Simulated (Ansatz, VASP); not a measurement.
**One calculation of C, two programs**

```xyz
2
Lattice="0.0000 1.7834 1.7834 1.7834 0.0000 1.7834 1.7834 1.7834 0.0000" Properties=species:S:1:pos:R:3 pbc="T T T"
C     1.7834    1.7834    1.7834
C     2.6752    2.6752    2.6752
```

Alike in both runs: task single point; functional r2SCAN; k mesh 12 × 12 × 12; occupations gaussian, width 0.05 eV; no spin polarisation.

|  | VASP | Ansatz |
| --- | --- | --- |
| version | VASP 6.6.1 | Ansatz 0.2.0 |
| potentials or method | VASP PAW PBE potentials, release 64 (C), cutoff 660 eV | PAW, plane waves, scalar-relativistic |
| valence electrons in the cell | 8 | 8 |

```tsv
	VASP	Ansatz	Ansatz less VASP
pressure (GPa)	-2.4	-2.5	-0.12
```

VASP's potentials were made for PBE, not for r2SCAN. With one functional, cell and mesh, what is left measures potentials, basis and numerics.
